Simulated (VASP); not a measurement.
# MgO (P-6m2) in VASP: single point with LDA

Aim: the single point of MgO with LDA.

All numbers are computed with VASP 6.6.1; they aren't measurements. Logs are shortened: lines on timing, memory, paths and dates and some standing lists are left out, and cuts for length are marked.

### Step 1. The cell of the first run

The structure is hexagonal, space group P-6m2 (No. 187). The conventional cell has a = 2.938 Å, b = 2.938 Å, c = 2.680 Å, α = 90.00°, β = 90.00°, γ = 120.00°. Within 3.0 Å of Mg (site symmetry -6m2) lie 6 O at 2.16 Å and 8 Mg at 2.68 to 2.94 Å. Within 3.0 Å of O (site symmetry -6m2) lie 6 Mg at 2.16 Å and 8 O at 2.68 to 2.94 Å.

### Step 2. Single point, LDA

Input file INCAR:

```
PREC = Accurate ; ENCUT = 840
EDIFF = 1E-6 ; ISMEAR = 0
SIGMA = 0.02 ; LREAL = F
LASPH = T ; NELM = 120
ALGO = Normal ; ISIF = 2
LWAVE = F ; LCHARG = T
LELF = T ; LVHAR = T
NBANDS = 15 ; GGA_COMPAT = F
```

Input file KPOINTS:

```
Automatic mesh
0
Gamma
  12 12 8
```

Input file POSCAR:

```
MgO
1.0
    2.9380210000      0.0000000000      0.0000000000
   -1.4690100000      2.5444010000      0.0000000000
    0.0000000000      0.0000000000      2.6796800000
Mg O
1 1
Direct
    0.0000000000      0.0000000000      0.0000000000
    0.3333333333      0.6666666667      0.5000000000
```

Potentials or basis: VASP PAW LDA potentials, release 64 (Mg_sv, O).

On the command line:

```sh
> cat potpaw_LDA.64/Mg_sv/POTCAR potpaw_LDA.64/O/POTCAR > POTCAR
> mpirun -np 1 vasp_std > vasp.out
```

OUTCAR:

```text
PREC = Accurate
   ENCUT = 840
   EDIFF = 1E-6
   ISMEAR = 0
   LREAL = F
   LASPH = T
   NELM = 120
   ISIF = 2

 ion  position               nearest neighbor table
   1  0.000  0.000  0.000-
   2  0.333  0.667  0.500-

  LATTYP: Found a hexagonal cell.
 ALAT       =     2.9380210000
 C/A-ratio  =     0.9120697231

  Lattice vectors:

 A1 = (   2.9380210000,   0.0000000000,   0.0000000000)
 A2 = (  -1.4690100000,   2.5444010000,   0.0000000000)
 A3 = (   0.0000000000,   0.0000000000,   2.6796800000)

Analysis of symmetry for initial positions (statically):
=====================================================================
 Subroutine PRICEL returns:
 Original cell was already a primitive cell.

 Routine SETGRP: Setting up the symmetry group for a
 hexagonal supercell.

 Subroutine GETGRP returns: Found 12 space group operations
 (whereof 12 operations were pure point group operations)
 out of a pool of 24 trial point group operations.

The static configuration has the point symmetry D_3h.

Analysis of symmetry for dynamics (positions and initial velocities):
=====================================================================
 Subroutine PRICEL returns:
 Original cell was already a primitive cell.

 Routine SETGRP: Setting up the symmetry group for a
 hexagonal supercell.

 Subroutine GETGRP returns: Found 12 space group operations
 (whereof 12 operations were pure point group operations)
 out of a pool of 24 trial point group operations.

The dynamic configuration has the point symmetry D_3h.

 Subroutine INISYM returns: Found 12 space group operations
 (whereof 12 operations are pure point group operations),
 and found     1 'primitive' translations

----------------------------------------------------------------------------------------

                                     Primitive cell

  volume of cell :      20.0320

  direct lattice vectors                    reciprocal lattice vectors
     2.938021000  0.000000000  0.000000000     0.340365164  0.196509839  0.000000000
    -1.469010000  2.544401000  0.000000000     0.000000000  0.393019811  0.000000000
     0.000000000  0.000000000  2.679680000     0.000000000  0.000000000  0.373178887

  length of vectors
     2.938021000  2.938020903  2.679680000     0.393019798  0.393019811  0.373178887

  position of ions in fractional coordinates (direct lattice)
     0.000000000  0.000000000  0.000000000
     0.333333333  0.666666667  0.500000000

  ion indices of the primitive-cell ions
   primitive index   ion index
                 1           1
                 2           2

----------------------------------------------------------------------------------------

 KPOINTS: Automatic mesh

Automatic generation of k-mesh.
 Grid dimensions read from file:
 generate k-points for:   12   12    8

 Generating k-lattice:

  Cartesian coordinates                     Fractional coordinates (reciprocal lattice)
     0.028363764  0.016375820  0.000000000     0.083333333  0.000000000  0.000000000
     0.000000000  0.032751651  0.000000000     0.000000000  0.083333333  0.000000000
     0.000000000  0.000000000  0.046647361     0.000000000  0.000000000  0.125000000

  Length of vectors
     0.032751650  0.032751651  0.046647361

  Shift w.r.t. Gamma in fractional coordinates (k-lattice)
     0.000000000  0.000000000  0.000000000

 Subroutine IBZKPT returns following result:
 ===========================================

 Found     95 irreducible k-points:

 Following reciprocal coordinates:
            Coordinates               Weight
  0.000000  0.000000  0.000000      1.000000
  0.083333 -0.000000  0.000000      6.000000
  0.166667  0.000000  0.000000      6.000000
  0.250000  0.000000  0.000000      6.000000
  0.333333  0.000000  0.000000      6.000000
  0.416667  0.000000  0.000000      6.000000
[... 16 lines left out ...]
  0.250000  0.000000  0.125000     12.000000
  0.333333  0.000000  0.125000     12.000000
 [... further k-points ...]
   k-points           NKPTS =     95   k-points in BZ     NKDIM =     95   number of bands    NBANDS=     15
   number of dos      NEDOS =    301   number of ions     NIONS =      2
   total plane-waves  NPLWV =  21952
   dimension x,y,z NGX =    28 NGY =   28 NGZ =   28
   dimension x,y,z NGXF=    56 NGYF=   56 NGZF=   56
   ions per type =               1   1
   NGX,Y,Z   is equivalent  to a cutoff of  15.84, 15.84, 17.37 a.u.
   NGXF,Y,Z  is equivalent  to a cutoff of  31.69, 31.69, 34.74 a.u.
 SYSTEM =  unknown system
   PREC   = accura    normal or accurate (medium, high low for compatibility)
   ISTART =      0    job   : 0-new  1-cont  2-samecut
   ICHARG =      2    charge: 1-file 2-atom 10-const
   ISPIN  =      1    spin polarized calculation?
   LNONCOLLINEAR =      F non collinear calculations
   LSORBIT =      F    spin-orbit coupling
   LASPH  =      T    aspherical Exc in radial PAW
   ENCUT  =  840.0 eV  61.74 Ry    7.86 a.u.   6.94  6.94  6.33*2*pi/ulx,y,z
   NELM   =    120;   NELMIN=  2; NELMDL= -5     # of ELM steps
   EDIFF  = 0.1E-05   stopping-criterion for ELM
   LREAL  =      F    real-space projection
[... 7 lines left out ...]
   TEBEG  =    0.0;   TEEND  =   0.0 temperature during run
   PSTRESS=    0.0 pullay stress
   NELECT =      16.0000    total number of electrons
   NUPDOWN=      -1.0000    fix difference up-down
   EMIN   =  10.00;   EMAX   =-10.00  energy-range for DOS
   EFERMI =   0.00;   METHOD = LEGACY
   ISMEAR =     0;   SIGMA  =   0.02  broadening in eV -4-tet -1-fermi 0-gaus
   EFERMI_NEDOS =   21; number of points for ismear=-14 and -15
   IALGO  =     38    algorithm
   IMIX   =      4    mixing-type and parameters
     AMIX     =   0.40;   BMIX     =  1.00
     AMIX_MAG =   1.60;   BMIX_MAG =  1.00
  volume/ion in A,a.u.               =      10.02        67.59
  Fermi-wavevector in a.u.,A,eV,Ry     =   1.518939  2.870379 31.391035  2.307176
  Thomas-Fermi vector in A             =   2.627992
   LORBIT       =      0    0 simple, 1 ext, 2 COOP (PROOUT), +10 PAW based schemes
   GGA     = CA    functional components
   LHFCALC =     F    Hartree Fock is set to
   AEXX    =    0.0000 exact exchange contribution
   IVDW    =     0    specifies the selected vdW correction
   LEPSILON=     F    determine dielectric tensor
   LRPA    =     F    only Hartree local field effects (RPA)
 non-spin polarized calculation
 Gauss-broadening in eV      SIGMA  =   0.02
  energy-cutoff  :      840.00
  volume of cell :       20.03
 maximum number of plane-waves:      1135
 NGX is ok and might be reduce to    28
   NGX = 13   NGY = 13   NGZ = 13

 number of electron      16.0000010 magnetization

 Free energy of the ion-electron system (eV)
  ---------------------------------------------------
  ext. energy  EPLUGINS =         0.00000000
  ---------------------------------------------------
  free energy    TOTEN  =       -12.49887506 eV

  energy without entropy =      -12.49887506  energy(sigma->0) =      -12.49887506

 E-fermi :   3.0287     XC(G=0): -11.5495

 val. band max:        2.7084965102   @ k =   0.3333   0.3333   0.0000
 cond. band min:       5.6684304938   @ k =   0.0000   0.0000   0.0000
 fundamental gap:      2.9599339836
 Fermi energy:         3.0287374348

 k-point     1 :       0.0000    0.0000    0.0000
  band No.  band energies     occupation
      1     -69.6681      2.00000
      2     -37.1418      2.00000
      3     -37.1418      2.00000
      4     -37.0856      2.00000
      5     -14.4390      2.00000
      6       2.1041      2.00000
      7       2.1041      2.00000
      8       2.3046      2.00000
      9       5.6684      0.00000
     10      14.3429      0.00000
     11      18.0163      0.00000
     12      18.0163      0.00000
     13      22.3736      0.00000
     14      23.2960      0.00000
     15      24.8795      0.00000

 k-point     2 :       0.0833   -0.0000    0.0000
  band No.  band energies     occupation
      1     -69.6674      2.00000
      2     -37.1468      2.00000
      3     -37.1429      2.00000
      4     -37.0850      2.00000
      5     -14.3742      2.00000
      6       1.6158      2.00000
      7       2.0511      2.00000
      8       2.3270      2.00000
      9       6.1274      0.00000
     10      14.3610      0.00000
     11      17.2882      0.00000
     12      18.1958      0.00000
     13      23.1803      0.00000
     14      23.2484      0.00000
     15      24.9969      0.00000

 k-point     3 :       0.1667    0.0000    0.0000
  band No.  band energies     occupation
      1     -69.6660      2.00000
      2     -37.1604      2.00000
      3     -37.1460      2.00000
      4     -37.0835      2.00000
      5     -14.1917      2.00000
      6       0.6020      2.00000
      7       1.9103      2.00000
      8       2.3891      2.00000
      9       7.0585      0.00000
     10      14.1438      0.00000
     11      16.4508      0.00000
     12      18.6706      0.00000
     13      22.8493      0.00000
     14      23.5145      0.00000
     15      25.3951      0.00000
[... 343 lines left out ...]
 k-point    23 :       0.2500    0.0000    0.1250
  band No.  band energies     occupation
      1     -69.6624      2.00000
      2     -37.1767      2.00000
      3     -37.1485      2.00000
      4     -37.0986      2.00000
      5     -13.8022      2.00000
      6      -0.3567      2.00000
      7       1.6726      2.00000
      8       1.7961      2.00000
      9       8.4864      0.00000
     10      13.6036      0.00000
     11      16.6565      0.00000
     12      19.2869      0.00000
     13      20.1939      0.00000
     14      24.8318      0.00000
     15      25.5807      0.00000

 k-point    24 :       0.3333    0.0000    0.1250
  band No.  band energies     occupation
      1     -69.6605      2.00000
      2     -37.1949      2.00000
      3     -37.1526      2.00000
      4     -37.0962      2.00000
      5     -13.5300      2.00000
      6      -1.2299      2.00000
      7       1.6208      2.00000
      8       1.8214      2.00000
      9       9.0672      0.00000
     10      13.0560      0.00000
     11      16.6558      0.00000
     12      19.6223      0.00000
     13      19.6439      0.00000
     14      25.6291      0.00000
     15      26.1033      0.00000

 [... further k-points ...]

------------------------ aborting loop because EDIFF is reached ----------------------------------------

  FORCE on cell =-STRESS in cart. coord.  units (eV):
  Direction    XX          YY          ZZ          XY          YZ          ZX
  --------------------------------------------------------------------------------------
  -------------------------------------------------------------------------------------
  Total       -1.0824247     -1.0824249     -1.2205296     -0.0000002      0.0000000     -0.0000000
  in kB      -86.5734853    -86.5734974    -97.6192628     -0.0000170      0.0000000     -0.0000000
  external PRESSURE =     -90.2554152 kB  Pullay stress =       0.0000000 kB

 VOLUME and BASIS-vectors are now :
 -----------------------------------------------------------------------------
  energy-cutoff  :      840.00
  volume of cell :       20.03
      direct lattice vectors                 reciprocal lattice vectors
     2.938021000  0.000000000  0.000000000     0.340365164  0.196509839  0.000000000
    -1.469010000  2.544401000  0.000000000     0.000000000  0.393019811  0.000000000
     0.000000000  0.000000000  2.679680000     0.000000000  0.000000000  0.373178887

 POSITION                                       TOTAL-FORCE (eV/Angst)
 -----------------------------------------------------------------------------------
      0.00000      0.00000      0.00000        -0.000000      0.000000      0.000000
      0.00000      1.69627      1.33984         0.000000      0.000000      0.000000
 -----------------------------------------------------------------------------------
    total drift:                                0.000006     -0.000002     -0.000000

  FREE ENERGIE OF THE ION-ELECTRON SYSTEM (eV)
  ---------------------------------------------------
  free  energy   TOTEN  =       -12.4988750586 eV

  energy  without entropy=      -12.4988750586  energy(sigma->0) =      -12.49887506
```

Run time: 34 s. Hardware: 1 thread of Intel Xeon Platinum 8259CL at 2.50GHz (Skylake/Cascade Lake), shared host; peak memory 0.17 GiB.

What came out:

```
Free energy            : -12.4989 eV
Pressure               : -9.0 GPa
Band gap on the k mesh : 2.96 eV (least direct gap 3.36 eV)
```

Caveat: the cell stands under tension. A k mesh can miss the band edges.
